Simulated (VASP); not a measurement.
# Re (Fd-3m) in VASP: single point with LDA

Aim: the single point of Re with LDA.

All numbers are computed with VASP 6.6.1; they aren't measurements. Logs are shortened: lines on timing, memory, paths and dates and some standing lists are left out, and cuts for length are marked.

### 1 The cell of the first run

It takes space group Fd-3m (No. 227, cubic). The conventional cell has a = 5.561 Å, b = 5.561 Å, c = 5.561 Å, α = 90.00°, β = 90.00°, γ = 90.00°. Within 3.2 Å of Re (site symmetry -43m) lie 4 Re at 2.41 Å.

### 2 Single point, LDA

INCAR reads:

```
SYSTEM = Re
  PREC = Accurate
  ENCUT = 520
  EDIFF = 1E-7
  ISMEAR = -1
  SIGMA = 0.13605693000000002
  LREAL = .FALSE.
  LASPH = .TRUE.
  NELM = 80
  ALGO = Normal
  ISIF = 2
  LWAVE = .FALSE.
  LCHARG = .FALSE.
  NBANDS = 14
```

KPOINTS reads:

```
Automatic mesh
0
G
  8 8 8
  0 0 0
```

POSCAR reads:

```
Re
1.0
    0.0000000000      2.7804333124      2.7804333124
    2.7804333124      0.0000000000      2.7804333124
    2.7804333124      2.7804333124      0.0000000000
Re
2
Direct
    0.0000000000      0.0000000000      0.0000000000
    0.2500000000      0.2500000000      0.2500000000
```

Potentials or basis: VASP PAW LDA potentials, release 64 (Re).

Run with:

```bash
$ cat potpaw_LDA.64/Re/POTCAR > POTCAR
$ mpirun -np 1 vasp_std > vasp.out
```

OUTCAR:

```text
SYSTEM = Re
   PREC = Accurate
   ENCUT = 520
   EDIFF = 1E-7
   ISMEAR = -1
   LREAL = .FALSE.
   LASPH = .TRUE.
   NELM = 80
   ISIF = 2

 ion  position               nearest neighbor table
   1  0.000  0.000  0.000-   2 2.41   2 2.41   2 2.41   2 2.41
   2  0.250  0.250  0.250-   1 2.41   1 2.41   1 2.41   1 2.41

  LATTYP: Found a face centered cubic cell.
 ALAT       =     5.5608666248

  Lattice vectors:

 A1 = (   0.0000000000,   2.7804333124,   2.7804333124)
 A2 = (   2.7804333124,   0.0000000000,   2.7804333124)
 A3 = (   2.7804333124,   2.7804333124,   0.0000000000)

Analysis of symmetry for initial positions (statically):
=====================================================================
 Subroutine PRICEL returns:
 Original cell was already a primitive cell.

 Routine SETGRP: Setting up the symmetry group for a
 face centered cubic supercell.

 Subroutine GETGRP returns: Found 48 space group operations
 (whereof 24 operations were pure point group operations)
 out of a pool of 48 trial point group operations.

The static configuration has the point symmetry T_d .
 The point group associated with its full space group is O_h .

Analysis of symmetry for dynamics (positions and initial velocities):
=====================================================================
 Subroutine PRICEL returns:
 Original cell was already a primitive cell.

 Routine SETGRP: Setting up the symmetry group for a
 face centered cubic supercell.

 Subroutine GETGRP returns: Found 48 space group operations
 (whereof 24 operations were pure point group operations)
 out of a pool of 48 trial point group operations.

The dynamic configuration has the point symmetry T_d .
 The point group associated with its full space group is O_h .

 Subroutine INISYM returns: Found 48 space group operations
 (whereof 24 operations are pure point group operations),
 and found     1 'primitive' translations

----------------------------------------------------------------------------------------

                                     Primitive cell

  volume of cell :      42.9900

  direct lattice vectors                    reciprocal lattice vectors
     0.000000000  2.780433312  2.780433312    -0.179828086  0.179828086  0.179828086
     2.780433312  0.000000000  2.780433312     0.179828086 -0.179828086  0.179828086
     2.780433312  2.780433312  0.000000000     0.179828086  0.179828086 -0.179828086

  length of vectors
     3.932126500  3.932126500  3.932126500     0.311471381  0.311471381  0.311471381

  position of ions in fractional coordinates (direct lattice)
     0.000000000  0.000000000  0.000000000
     0.250000000  0.250000000  0.250000000

  ion indices of the primitive-cell ions
   primitive index   ion index
                 1           1
                 2           2

----------------------------------------------------------------------------------------

 KPOINTS: Automatic mesh

Automatic generation of k-mesh.
 Grid dimensions read from file:
 generate k-points for:    8    8    8

 Generating k-lattice:

  Cartesian coordinates                     Fractional coordinates (reciprocal lattice)
    -0.022478511  0.022478511  0.022478511     0.125000000  0.000000000  0.000000000
     0.022478511 -0.022478511  0.022478511     0.000000000  0.125000000  0.000000000
     0.022478511  0.022478511 -0.022478511     0.000000000  0.000000000  0.125000000

  Length of vectors
     0.038933923  0.038933923  0.038933923

  Shift w.r.t. Gamma in fractional coordinates (k-lattice)
     0.000000000  0.000000000  0.000000000

 Subroutine IBZKPT returns following result:
 ===========================================

 Found     29 irreducible k-points:

 Following reciprocal coordinates:
            Coordinates               Weight
  0.000000  0.000000  0.000000      1.000000
  0.125000  0.000000  0.000000      8.000000
  0.250000  0.000000  0.000000      8.000000
  0.375000  0.000000  0.000000      8.000000
  0.500000  0.000000  0.000000      4.000000
  0.125000  0.125000  0.000000      6.000000
[... 16 lines left out ...]
  0.500000  0.250000  0.125000     48.000000
 -0.375000  0.250000  0.125000     24.000000
 [... further k-points ...]
   k-points           NKPTS =     29   k-points in BZ     NKDIM =     29   number of bands    NBANDS=     14
   number of dos      NEDOS =    301   number of ions     NIONS =      2
   total plane-waves  NPLWV =  27000
   dimension x,y,z NGX =    30 NGY =   30 NGZ =   30
   dimension x,y,z NGXF=    60 NGYF=   60 NGZF=   60
   ions per type =               2
   NGX,Y,Z   is equivalent  to a cutoff of  12.68, 12.68, 12.68 a.u.
   NGXF,Y,Z  is equivalent  to a cutoff of  25.37, 25.37, 25.37 a.u.
 SYSTEM =  Re
   PREC   = accura    normal or accurate (medium, high low for compatibility)
   ISTART =      0    job   : 0-new  1-cont  2-samecut
   ICHARG =      2    charge: 1-file 2-atom 10-const
   ISPIN  =      1    spin polarized calculation?
   LNONCOLLINEAR =      F non collinear calculations
   LSORBIT =      F    spin-orbit coupling
   LASPH  =      T    aspherical Exc in radial PAW
   ENCUT  =  520.0 eV  38.22 Ry    6.18 a.u.   7.31  7.31  7.31*2*pi/ulx,y,z
   NELM   =     80;   NELMIN=  2; NELMDL= -5     # of ELM steps
   EDIFF  = 0.1E-06   stopping-criterion for ELM
   LREAL  =      F    real-space projection
   EDIFFG = 0.1E-05   stopping-criterion for IOM
   NSW    =      0    number of steps for IOM
   IBRION =     -1    ionic relax: 0-MD 1-quasi-New 2-CG
   NFREE  =      0    steps in history (QN), initial steepest desc. (CG)
   ISIF   =      2    stress and relaxation
   ISYM   =      2    0-nonsym 1-usesym 2-fastsym
   POTIM  = 0.5000    time-step for ionic-motion
   TEBEG  =    0.0;   TEEND  =   0.0 temperature during run
   PSTRESS=    0.0 pullay stress
   NELECT =      14.0000    total number of electrons
   NUPDOWN=      -1.0000    fix difference up-down
   EMIN   =  10.00;   EMAX   =-10.00  energy-range for DOS
   EFERMI =   0.00;   METHOD = LEGACY
   ISMEAR =    -1;   SIGMA  =   0.14  broadening in eV -4-tet -1-fermi 0-gaus
   EFERMI_NEDOS =   21; number of points for ismear=-14 and -15
   IALGO  =     38    algorithm
   IMIX   =      4    mixing-type and parameters
     AMIX     =   0.40;   BMIX     =  1.00
     AMIX_MAG =   1.60;   BMIX_MAG =  1.00
  volume/ion in A,a.u.               =      21.50       145.06
  Fermi-wavevector in a.u.,A,eV,Ry     =   1.126320  2.128436 17.260298  1.268596
  Thomas-Fermi vector in A             =   2.263001
   LORBIT       =      0    0 simple, 1 ext, 2 COOP (PROOUT), +10 PAW based schemes
   GGA     = CA    functional components
   LHFCALC =     F    Hartree Fock is set to
   AEXX    =    0.0000 exact exchange contribution
   IVDW    =     0    specifies the selected vdW correction
   LEPSILON=     F    determine dielectric tensor
   LRPA    =     F    only Hartree local field effects (RPA)
 non-spin polarized calculation
  energy-cutoff  :      520.00
  volume of cell :       42.99
 maximum number of plane-waves:      1174
 NGX is ok and might be reduce to    30
   NGX = 15   NGY = 15   NGZ = 15

 number of electron      14.0000002 magnetization

 Free energy of the ion-electron system (eV)
  ---------------------------------------------------
  ext. energy  EPLUGINS =         0.00000000
  ---------------------------------------------------
  free energy    TOTEN  =       -24.10044172 eV

  energy without entropy =      -24.02097140  energy(sigma->0) =      -24.06070656

 E-fermi :   3.7666     XC(G=0): -11.4171

 val. band max:        3.7609735562   @ k =  -0.2500   0.2500   0.0000
 cond. band min:       3.7845066052   @ k =  -0.3750   0.2500   0.1250
 fundamental gap:      0.0235330490
 Fermi energy:         3.7666334848

 k-point     1 :       0.0000    0.0000    0.0000
  band No.  band energies     occupation
      1      -3.2982      2.00000
      2       0.5014      2.00000
      3       0.5014      2.00000
      4       1.3957      2.00000
      5       1.3957      2.00000
      6       1.3958      2.00000
      7       4.3754      0.02253
      8       4.3754      0.02253
      9       4.3754      0.02253
     10       8.0711      0.00000
     11       8.0711      0.00000
     12      15.0907      0.00000
     13      15.5193      0.00000
     14      16.7066      0.00000

 k-point     2 :       0.1250    0.0000    0.0000
  band No.  band energies     occupation
      1      -3.0012      2.00000
      2       0.3764      2.00000
      3       0.3764      2.00000
      4       1.3487      2.00000
      5       1.6415      2.00000
      6       1.6415      2.00000
      7       3.9711      0.36413
      8       4.3367      0.02983
      9       4.3367      0.02983
     10       8.0283      0.00000
     11       8.0283      0.00000
     12      14.4391      0.00000
     13      15.4242      0.00000
     14      16.8109      0.00000

 k-point     3 :       0.2500    0.0000    0.0000
  band No.  band energies     occupation
      1      -2.1931      2.00000
      2       0.3187      2.00000
      3       0.3187      2.00000
      4       1.2411      2.00000
      5       1.8323      2.00000
      6       1.8323      2.00000
      7       3.1594      1.97721
      8       4.4831      0.01027
      9       4.4831      0.01027
     10       7.8530      0.00000
     11       7.8530      0.00000
     12      12.1043      0.00000
     13      14.1434      0.00000
     14      16.0293      0.00000
[... 324 lines left out ...]
 k-point    23 :       0.5000    0.2500    0.1250
  band No.  band energies     occupation
      1      -0.5841      2.00000
      2      -0.1862      2.00000
      3       0.4403      2.00000
      4       1.1667      2.00000
      5       1.4573      2.00000
      6       2.3452      1.99994
      7       3.2029      1.96876
      8       4.5792      0.00508
      9       5.5351      0.00000
     10       6.3281      0.00000
     11       8.1476      0.00000
     12       9.2315      0.00000
     13      11.3656      0.00000
     14      12.6454      0.00000

 k-point    24 :      -0.3750    0.2500    0.1250
  band No.  band energies     occupation
      1      -0.1917      2.00000
      2      -0.1406      2.00000
      3       0.3693      2.00000
      4       0.9849      2.00000
      5       1.8290      2.00000
      6       1.9635      2.00000
      7       3.7845      0.93441
      8       4.4494      0.01315
      9       5.2619      0.00003
     10       7.0924      0.00000
     11       7.6307      0.00000
     12       8.0277      0.00000
     13      11.2117      0.00000
     14      12.0039      0.00000

 [... further k-points ...]

------------------------ aborting loop because EDIFF is reached ----------------------------------------

  FORCE on cell =-STRESS in cart. coord.  units (eV):
  Direction    XX          YY          ZZ          XY          YZ          ZX
  --------------------------------------------------------------------------------------
  -------------------------------------------------------------------------------------
  Total       -0.3983985     -0.3983985     -0.3983985      0.0000000      0.0000000      0.0000000
  in kB      -14.8477546    -14.8477546    -14.8477546      0.0000000      0.0000000      0.0000000
  external PRESSURE =     -14.8477546 kB  Pullay stress =       0.0000000 kB

 VOLUME and BASIS-vectors are now :
 -----------------------------------------------------------------------------
  energy-cutoff  :      520.00
  volume of cell :       42.99
      direct lattice vectors                 reciprocal lattice vectors
     0.000000000  2.780433312  2.780433312    -0.179828086  0.179828086  0.179828086
     2.780433312  0.000000000  2.780433312     0.179828086 -0.179828086  0.179828086
     2.780433312  2.780433312  0.000000000     0.179828086  0.179828086 -0.179828086

 POSITION                                       TOTAL-FORCE (eV/Angst)
 -----------------------------------------------------------------------------------
      0.00000      0.00000      0.00000         0.000000      0.000000      0.000000
      1.39022      1.39022      1.39022        -0.000000     -0.000000     -0.000000
 -----------------------------------------------------------------------------------
    total drift:                                0.000000     -0.000000      0.000000

  FREE ENERGIE OF THE ION-ELECTRON SYSTEM (eV)
  ---------------------------------------------------
  free  energy   TOTEN  =       -24.1004417239 eV

  energy  without entropy=      -24.0209713994  energy(sigma->0) =      -24.06070656
```

It took 24 s on 1 thread of Intel Xeon Platinum 8375C at 2.90GHz (Ice Lake), shared host; peak memory 0.15 GiB.

What came out:

```
Free energy            : -24.1004 eV
Pressure               : -1.5 GPa
Band gap on the k mesh : zero (band 7 reaches 4.38 eV, above the bottom of band 8 at 2.89 eV)
```

Caveat: spin-orbit coupling is left out, which moves the levels of the heavy elements.
